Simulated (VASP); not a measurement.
# Mg3TiN (P4/mmm) in VASP: single point with PBE

Aim: the single point of Mg3TiN with PBE.

Everything below comes from runs of VASP 6.6.1. Logs are shortened: lines on timing, memory, paths and dates and some standing lists are left out, and cuts for length are marked.

## Step 1: The cell of the first run

It takes space group P4/mmm (No. 123, tetragonal). The conventional cell has a = 3.861 Å, b = 3.861 Å, c = 9.596 Å, α = 90.00°, β = 90.00°, γ = 90.00°. Within 3.6 Å of Mg (site symmetry 4/mmm) lie 4 Ti at 2.73 Å. Mg (site symmetry 4mm) has 1 N at 1.94 Å within 2.6 Å. Within 3.6 Å of Ti (site symmetry 4/mmm) lie 6 Mg at 2.73 to 2.86 Å. Within 2.6 Å of N (site symmetry 4/mmm) lie 2 Mg at 1.94 Å.

The cell was built from a structure type or drawn by symmetry, and may not be a known phase.

## Step 2: Single point, PBE, collinear spin

INCAR

```
SYSTEM = Mg3TiN
PREC     = Accurate       ! precision mode
ENCUT    = 520            ! plane-wave cutoff, eV
EDIFF    = 1E-6           ! SCF threshold, eV
ISMEAR   = 0              ! smearing method
SIGMA    = 0.1            ! smearing width, eV
LREAL    = .False.        ! projectors in reciprocal space
LASPH    = .True.         ! aspherical terms in the spheres
NELM     = 150            ! most SCF steps
ALGO     = Normal         ! electronic algorithm
ISIF     = 2              ! what is computed and relaxed
LWAVE    = .False.        ! write WAVECAR
LCHARG   = .False.        ! write CHGCAR
ISPIN    = 2              ! spin polarisation
MAGMOM   = 0 0 0 1.63 0   ! initial moments
LORBIT   = 11             ! projections on sites
LMAXMIX  = 4              ! l up to which the mixer works
GGA      = PE             ! functional
NBANDS   = 24             ! bands
```

KPOINTS

```
regular mesh
0
Gamma
  10 10 4
  0 0 0
```

POSCAR

```
Mg3TiN
1.0
    3.8608015260      0.0000000000      0.0000000000
    0.0000000000      3.8608015260      0.0000000000
    0.0000000000      0.0000000000      9.5955021478
Mg Ti N
3 1 1
Direct
    0.5000000000      0.5000000000      0.0000000000
    0.0000000000      0.0000000000      0.7017864519
    0.0000000000      0.0000000000      0.2982135481
    0.0000000000      0.0000000000      0.0000000000
    0.0000000000      0.0000000000      0.5000000000
```

Potentials or basis: VASP PAW PBE potentials, release 64 (Mg, Ti_sv, N).

Launch:

```
$ cat potpaw_PBE.64/Mg/POTCAR potpaw_PBE.64/Ti_sv/POTCAR potpaw_PBE.64/N/POTCAR > POTCAR
$ mpirun -np 1 vasp_std > vasp.out
```

OUTCAR:

```text
SYSTEM = Mg3TiN
   PREC = Accurate
   ENCUT = 520
   EDIFF = 1E-6
   ISMEAR = 0
   LREAL = .False.
   LASPH = .True.
   NELM = 150
   ISIF = 2
   ISPIN = 2
   LORBIT = 11
   GGA = PE

 ion  position               nearest neighbor table
   1  0.500  0.500  0.000-   4 2.73   4 2.73   4 2.73   4 2.73
   2  0.000  0.000  0.702-   5 1.94   4 2.86
   3  0.000  0.000  0.298-   5 1.94   4 2.86
   4  0.000  0.000  0.000-   1 2.73   1 2.73   1 2.73   1 2.73   3 2.86   2 2.86
   5  0.000  0.000  0.500-   2 1.94   3 1.94

  LATTYP: Found a simple tetragonal cell.
 ALAT       =     3.8608015260
 C/A-ratio  =     2.4853653013

  Lattice vectors:

 A1 = (   3.8608015260,   0.0000000000,   0.0000000000)
 A2 = (   0.0000000000,   3.8608015260,   0.0000000000)
 A3 = (   0.0000000000,   0.0000000000,   9.5955021478)

Analysis of symmetry for initial positions (statically):
=====================================================================
 Subroutine PRICEL returns:
 Original cell was already a primitive cell.

 Routine SETGRP: Setting up the symmetry group for a
 simple tetragonal supercell.

 Subroutine GETGRP returns: Found 16 space group operations
 (whereof 16 operations were pure point group operations)
 out of a pool of 16 trial point group operations.

The static configuration has the point symmetry D_4h.

Analysis of symmetry for dynamics (positions and initial velocities):
=====================================================================
 Subroutine PRICEL returns:
 Original cell was already a primitive cell.

 Routine SETGRP: Setting up the symmetry group for a
 simple tetragonal supercell.

 Subroutine GETGRP returns: Found 16 space group operations
 (whereof 16 operations were pure point group operations)
 out of a pool of 16 trial point group operations.

The dynamic configuration has the point symmetry D_4h.

Analysis of structural, dynamic, and magnetic symmetry:
=====================================================================
 Subroutine PRICEL returns:
 Original cell was already a primitive cell.

 Routine SETGRP: Setting up the symmetry group for a
 simple tetragonal supercell.

 Subroutine GETGRP returns: Found 16 space group operations
 (whereof 16 operations were pure point group operations)
 out of a pool of 16 trial point group operations.

The overall configuration has the point symmetry D_4h.

 Subroutine INISYM returns: Found 16 space group operations
 (whereof 16 operations are pure point group operations),
[... 131 lines left out ...]
   LEPSILON=     F    determine dielectric tensor
   LRPA    =     F    only Hartree local field effects (RPA)
 spin polarized calculation
 Gauss-broadening in eV      SIGMA  =   0.10
  energy-cutoff  :      520.00
  volume of cell :      143.03
 maximum number of plane-waves:      3888
 NGX is ok and might be reduce to    30
   NGX = 15   NGY = 15   NGZ = 35

 number of electron      23.0000001 magnetization       2.5573156

 Free energy of the ion-electron system (eV)
  ---------------------------------------------------
  ext. energy  EPLUGINS =         0.00000000
  ---------------------------------------------------
  free energy    TOTEN  =       -14.99595647 eV

  energy without entropy =      -14.96114125  energy(sigma->0) =      -14.97854886

 E-fermi :   0.5710     XC(G=0):  -7.4925

 val. band max:        0.5691935890   @ k =   0.5000   0.0000   0.0000
 cond. band min:       0.5722091683   @ k =   0.2000   0.1000   0.5000
 fundamental gap:      0.0030155793
 Fermi energy:         0.5710081399

 spin component 1

 k-point     1 :       0.0000    0.0000    0.0000
  band No.  band energies     occupation
      1     -56.7489      1.00000
      2     -33.0687      1.00000
      3     -33.0288      1.00000
      4     -33.0288      1.00000
      5     -11.3069      1.00000
      6      -4.6691      1.00000
[... 613 lines left out ...]
     22       7.6279      0.00000
     23       8.1225      0.00000

 [... further k-points ...]

 spin component 2

 k-point     1 :       0.0000    0.0000    0.0000
  band No.  band energies     occupation
      1     -55.3357      1.00000
      2     -31.7192      1.00000
      3     -31.5740      1.00000
      4     -31.5740      1.00000
      5     -11.3109      1.00000
      6      -3.9943      1.00000
[... 613 lines left out ...]
     22       7.8560      0.00000
     23       8.4205      0.00000

 [... further k-points ...]

 [bands above 23 left out]

------------------------ aborting loop because EDIFF is reached ----------------------------------------

  FORCE on cell =-STRESS in cart. coord.  units (eV):
  Direction    XX          YY          ZZ          XY          YZ          ZX
  --------------------------------------------------------------------------------------
  -------------------------------------------------------------------------------------
  Total       -0.2408201     -0.2408201     -0.9009710      0.0000000      0.0000000     -0.0000000
  in kB       -2.6976193     -2.6976193    -10.0924999      0.0000000      0.0000000     -0.0000000
  external PRESSURE =      -5.1625795 kB  Pullay stress =       0.0000000 kB

 VOLUME and BASIS-vectors are now :
 -----------------------------------------------------------------------------
  energy-cutoff  :      520.00
  volume of cell :      143.03
      direct lattice vectors                 reciprocal lattice vectors
     3.860801526  0.000000000  0.000000000     0.259013574  0.000000000  0.000000000
     0.000000000  3.860801526  0.000000000     0.000000000  0.259013574  0.000000000
     0.000000000  0.000000000  9.595502148     0.000000000  0.000000000  0.104215494

 POSITION                                       TOTAL-FORCE (eV/Angst)
 -----------------------------------------------------------------------------------
      1.93040      1.93040      0.00000         0.000000     -0.000000      0.000000
      0.00000      0.00000      6.73399         0.000000      0.000000     -0.308997
      0.00000      0.00000      2.86151        -0.000000     -0.000000      0.308997
      0.00000      0.00000      0.00000         0.000000     -0.000000      0.000000
      0.00000      0.00000      4.79775         0.000000     -0.000000      0.000000
 -----------------------------------------------------------------------------------
    total drift:                               -0.000000     -0.000000      0.000000

  FREE ENERGIE OF THE ION-ELECTRON SYSTEM (eV)
  ---------------------------------------------------
  free  energy   TOTEN  =       -14.9959564725 eV

  energy  without entropy=      -14.9611412514  energy(sigma->0) =      -14.97854886

 total charge

# of ion       s       p       d       tot
------------------------------------------
    1        0.264   0.132   0.015   0.411
    2        0.209   0.123   0.026   0.358
    3        0.209   0.123   0.026   0.358
    4        2.200   6.057   1.952  10.208
    5        1.295   2.224   0.000   3.519
--------------------------------------------------
tot          4.176   8.659   2.019  14.854

 magnetization (x)

# of ion       s       p       d       tot
------------------------------------------
    1       -0.005   0.051   0.008   0.054
    2        0.007   0.011   0.001   0.019
    3        0.007   0.011   0.001   0.019
    4        0.018   0.042   1.474   1.535
    5       -0.001  -0.000   0.000  -0.001
--------------------------------------------------
tot          0.026   0.115   1.485   1.626
```

stdout:

```text
POSCAR found type information on POSCAR MgTiN
 POSCAR found :  3 types and       5 ions
 scaLAPACK will be used
 LDA part: xc-table for (Slater+PW92), standard interpolation
 POSCAR, INCAR and KPOINTS ok, starting setup
 FFT: planning ... GRIDC
 FFT: planning ... GRID_SOFT
 FFT: planning ... GRID
 WAVECAR not read
 entering main loop
```

Run time: 5.5 min. Hardware: 1 thread of AMD EPYC 9R45 (Zen 5), shared host; peak memory 0.49 GiB.

What came out:

| Property | Result |
| --- | --- |
| Free energy | -14.9960 eV |
| Pressure | -0.5 GPa |
| Largest force | 0.309 eV/Å |
| Net moment | 2.56 μB per cell |
| Site moments | Mg +0.05, +0.02 (each value once); Ti +1.53; N -0.00 μB |
| Valence electrons inside the program's atomic spheres | Mg 0.41, 0.36 (each value once); Ti 10.21; N 3.52 |

Forces in eV/Å, atoms in the order of the input:
```
Mg   0.000  0.000  0.000
Mg   0.000  0.000 -0.309
Mg   0.000  0.000  0.309
Ti   0.000  0.000  0.000
N    0.000  0.000  0.000
```

Stress tensor (GPa, compression positive):
```
-0.27  0.00  0.00
 0.00 -0.27  0.00
 0.00  0.00 -1.01
```

Levels at points of the mesh, in eV from the Fermi level:
Spin up:
```csv
k point,band 10,band 11,band 12,band 13,band 14,band 15,band 16,band 17
"(0.00, 0.00, 0.00)",-0.77,0.13,0.13,0.34,0.68,0.68,1.31,4.08
"(0.50, 0.00, 0.00)",-1.07,-0.85,-0.26,0.00,0.24,0.82,1.28,2.22
"(0.50, 0.50, 0.00)",-0.90,-0.33,-0.33,-0.25,-0.25,1.34,1.36,1.72
"(0.00, 0.00, 0.50)",-0.77,0.12,0.12,0.34,0.68,0.68,2.28,2.67
"(0.50, 0.00, 0.50)",-0.67,-0.64,-0.64,-0.26,0.24,0.82,1.30,2.44
"(0.50, 0.50, 0.50)",-0.68,-0.40,-0.40,-0.22,-0.22,1.36,1.38,1.38
```
Spin down:
| k point | band 7 | band 8 | band 9 | band 10 | band 11 | band 12 | band 13 | band 14 |
| --- | --- | --- | --- | --- | --- | --- | --- | --- |
| (0.00, 0.00, 0.00) | -3.22 | -1.06 | -0.66 | 0.08 | 0.08 | 0.49 | 1.71 | 1.71 |
| (0.50, 0.00, 0.00) | -2.17 | -2.04 | -1.05 | -0.57 | 0.19 | 0.39 | 0.48 | 1.29 |
| (0.50, 0.50, 0.00) | -1.05 | -0.89 | -0.89 | 0.12 | 0.44 | 0.44 | 0.47 | 0.47 |
| (0.00, 0.00, 0.50) | -2.46 | -2.37 | 0.08 | 0.08 | 0.08 | 0.49 | 1.72 | 1.72 |
| (0.50, 0.00, 0.50) | -1.95 | -1.55 | -1.39 | -0.26 | -0.22 | 0.19 | 0.69 | 1.29 |
| (0.50, 0.50, 0.50) | -1.05 | -0.88 | -0.88 | 0.33 | 0.33 | 0.37 | 0.58 | 0.58 |
